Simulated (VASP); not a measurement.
# GaN (P6_3mc) in VASP: a run that goes wrong, beside a sound one

A flawed run on GaN and a sound one for comparison.

Everything below comes from runs of VASP 6.6.1. Logs are shortened: lines on timing, memory, paths and dates and some standing lists are left out, and cuts for length are marked.

## 1. The cell of the first run

It takes space group P6_3mc (No. 186, hexagonal). Conventional cell: a = 3.283 Å, b = 3.283 Å, c = 5.333 Å, α = 90.00°, β = 90.00°, γ = 120.00°. Within 2.6 Å of Ga (site symmetry 3m) lie 4 N at 2.00 to 2.01 Å. Within 2.6 Å of N (site symmetry 3m) lie 4 Ga at 2.00 to 2.01 Å.

## 2. A run with an altered input

The input, INCAR:

```
GGA      = CA             # functional
ISMEAR   = 0              # smearing method
SIGMA    = 0.03           # smearing width, eV
LWAVE    = F              # write WAVECAR
LCHARG   = F              # write CHGCAR
NSW      = 30             # ionic steps
PREC     = Accurate       # precision mode
LASPH    = T              # aspherical terms in the spheres
LREAL    = F              # projectors in reciprocal space
ALGO     = Normal         # electronic algorithm
EDIFF    = 1E-6           # SCF threshold, eV
NELM     = 77             # most SCF steps
GGA_COMPAT= F            
IBRION   = 1              # ionic algorithm
ISIF     = 3              # what is computed and relaxed
EDIFFG   = -0.005         # ionic threshold
NELMIN   = 4            
ENCUT    = 600            # plane-wave cutoff, eV
EFERMI   = MIDGAP       
KPAR     = 2            
POTIM    = 3.0            # step
```

The input, KPOINTS:

```
Automatic mesh
0
Gamma
  6 6 4
  0 0 0
```

The input, POSCAR:

```
GaN
1.0
    3.2826507672      0.0000000000      0.0000000000
   -1.6413253836      2.8428589561      0.0000000000
    0.0000000000      0.0000000000      5.3327590764
Ga N
2 2
Direct
    0.6666666667      0.3333333333      0.5000000000
    0.3333333333      0.6666666667      0.0000000000
    0.6666666667      0.3333333333      0.8750000000
    0.3333333333      0.6666666667      0.3750000000
```

Potentials or basis: VASP PAW LDA potentials, release 64 (Ga_d, N).

The run is started by

```console
$ cat potpaw_LDA.64/Ga_d/POTCAR potpaw_LDA.64/N/POTCAR > POTCAR
$ cp POSCAR.step1 POSCAR
$ mpirun -np 2 vasp_std > vasp.out
$ cp CONTCAR POSCAR
$ mpirun -np 2 vasp_std > vasp.out
```

OUTCAR:

```text
GGA = CA
   ISMEAR = 0
   NSW = 30
   PREC = Accurate
   LASPH = T
   LREAL = F
   EDIFF = 1E-6
   NELM = 77
   IBRION = 1
   ISIF = 3
[... 31 lines left out ...]
   LASPH  =      T    aspherical Exc in radial PAW
   ENCUT  =  600.0 eV  44.10 Ry    6.64 a.u.   7.72  7.72 10.65*2*pi/ulx,y,z
   NELM   =     77;   NELMIN=  4; NELMDL=  0     # of ELM steps
   EDIFF  = 0.1E-05   stopping-criterion for ELM
   LREAL  =      F    real-space projection
   EDIFFG = -.5E-02   stopping-criterion for IOM
   NSW    =     30    number of steps for IOM
   IBRION =      1    ionic relax: 0-MD 1-quasi-New 2-CG
   NFREE  =      0    steps in history (QN), initial steepest desc. (CG)
   ISIF   =      3    stress and relaxation
[... 205 lines left out ...]

 [... further k-points ...]

------------------------ aborting loop because EDIFF is reached ----------------------------------------

  FORCE on cell =-STRESS in cart. coord.  units (eV):
  Direction    XX          YY          ZZ          XY          YZ          ZX
  --------------------------------------------------------------------------------------
[... 15 lines left out ...]
 -----------------------------------------------------------------------------------
      1.93152      1.11516      2.03800        -0.000000     -0.000000     -0.627268
     -0.00000      2.23033      4.70312        -0.000000     -0.000000     -0.627268
      1.93152      1.11516      5.29107         0.000000      0.000000      0.627268
     -0.00000      2.23033      2.62595         0.000000      0.000000      0.627268
 -----------------------------------------------------------------------------------
    total drift:                               -0.000000     -0.000000     -0.000068

  FREE ENERGIE OF THE ION-ELECTRON SYSTEM (eV)
  ---------------------------------------------------
  free  energy   TOTEN  =       -23.7658638524 eV

  energy  without entropy=      -23.7657765504  energy(sigma->0) =      -23.76582020
```

On the terminal:

```text
POSCAR found type information on POSCAR GaN
 POSCAR found :  2 types and       4 ions
[... 34 lines left out ...]

1
1
```

Wall time 3.5 min (2 MPI ranks of Intel Xeon 6975P-C (Granite Rapids), shared host).

The program failed during the run. What is wrong with the input: ionic step far too long (IBRION = 1; POTIM = 3).

## 3. Relaxation of cell and atoms, LDA (12.44 Å³/atom)

POSCAR is that of step 2.

The input, INCAR.step1:

```
GGA      = CA             # functional
ISMEAR   = 0              # smearing method
SIGMA    = 0.03           # smearing width, eV
LWAVE    = F              # write WAVECAR
LCHARG   = F              # write CHGCAR
NSW      = 80             # ionic steps
PREC     = Accurate       # precision mode
LASPH    = T              # aspherical terms in the spheres
LREAL    = F              # projectors in reciprocal space
ALGO     = Normal         # electronic algorithm
EDIFF    = 1E-7           # SCF threshold, eV
NELM     = 120            # most SCF steps
GGA_COMPAT= F            
IBRION   = 2              # ionic algorithm
ISIF     = 3              # what is computed and relaxed
EDIFFG   = -0.002         # ionic threshold
NELMIN   = 4            
ENCUT    = 840            # plane-wave cutoff, eV
EFERMI   = MIDGAP       
KPAR     = 2            
POTIM    = 0.5            # step
```

The input, INCAR.step4:

```
GGA      = CA             # functional
ISMEAR   = 0              # smearing method
SIGMA    = 0.03           # smearing width, eV
LWAVE    = F              # write WAVECAR
LCHARG   = F              # write CHGCAR
PREC     = Accurate       # precision mode
LASPH    = T              # aspherical terms in the spheres
LREAL    = F              # projectors in reciprocal space
ALGO     = Normal         # electronic algorithm
EDIFF    = 1E-7           # SCF threshold, eV
NELM     = 120            # most SCF steps
GGA_COMPAT= F            
ISIF     = 2              # what is computed and relaxed
ENCUT    = 840            # plane-wave cutoff, eV
EFERMI   = MIDGAP       
KPAR     = 2
```

The input, KPOINTS:

```
Automatic mesh
0
Gamma
  10 10 5
  0 0 0
```

Potentials or basis: VASP PAW LDA potentials, release 64 (Ga_d, N).

The run is started by

```console
$ cat potpaw_LDA.64/Ga_d/POTCAR potpaw_LDA.64/N/POTCAR > POTCAR
$ cp INCAR.step1 INCAR
$ cp POSCAR.step1 POSCAR
$ mpirun -np 2 vasp_std > vasp.out
$ cp CONTCAR POSCAR
$ mpirun -np 2 vasp_std > vasp.out
$ cp CONTCAR POSCAR
$ mpirun -np 2 vasp_std > vasp.out
$ cp CONTCAR POSCAR
$ cp INCAR.step4 INCAR
$ mpirun -np 2 vasp_std > vasp.out
```

It took 5.1 min on 2 MPI ranks of Intel Xeon 6975P-C (Granite Rapids), shared host; peak memory 0.23 GiB.

Results (log left out):

```yaml
Free_energy: -27.9181 eV
Relaxed_volume: 11.11 Å³/atom
Relaxed_cell: a = 3.158 Å, b = 3.158 Å, c = 5.148 Å, α = 90.00°, β = 90.00°, γ = 120.00°
Space_group_after_relaxing_to_0.1_Å: P6_3mc (No. 186)
Energy_gained_by_relaxing: 81.4 meV/atom
Ionic_steps: 14
Pressure_after_relaxing: 0.0 GPa
Band_gap_on_the_k_mesh: 2.11 eV
```

The path:
```csv
step,energy change (eV),largest force (eV/Å),pressure (GPa),volume (Å³)
1,0.0000,0.1036,-17.75,49.77
2,-0.0620,0.0997,23.15,40.48
3,-0.3271,0.0341,-0.31,44.52
4,-0.3271,0.0318,0.17,44.42
5,-0.3272,0.0189,0.13,44.43
6,-0.3272,0.0027,0.14,44.43
7,-0.3272,0.0028,-0.11,44.48
8,-0.3272,0.0028,0.00,44.46
9,-0.3272,0.0027,-0.02,44.46
10,-0.3272,0.0012,0.00,44.46
11,-0.3258,0.0012,-0.05,44.46
12,-0.3258,0.0002,0.06,44.44
13,-0.3258,0.0008,-0.01,44.45
14,-0.3258,0.0007,-0.01,44.45
```

Final structure:
```yaml
crystal:
  lattice:
    - [3.15756, 0.00000, 0.00000]
    - [-1.57878, 2.73453, 0.00000]
    - [0.00000, 0.00000, 5.14793]
  atoms:
    - { symbol: Ga, position: [0.66667, 0.33333, 0.49931] }
    - { symbol: Ga, position: [0.33333, 0.66667, 0.99931] }
    - { symbol: N, position: [0.66667, 0.33333, 0.87569] }
    - { symbol: N, position: [0.33333, 0.66667, 0.37569] }
```

Levels at points of the mesh, in eV from the valence-band top:
```tsv
k point	band 14	band 15	band 16	band 17	band 18	band 19	band 20	band 21	band 22
(0.00, 0.00, 0.00)	-1.08	-1.08	-0.05	0.00	0.00	2.11	4.35	9.19	9.87
(0.50, 0.00, 0.00)	-5.44	-4.38	-2.86	-2.33	-1.04	4.99	5.63	5.98	8.67
```

LDA usually gives volumes a few per cent too small. Zero-point motion and thermal expansion aren't in these numbers.
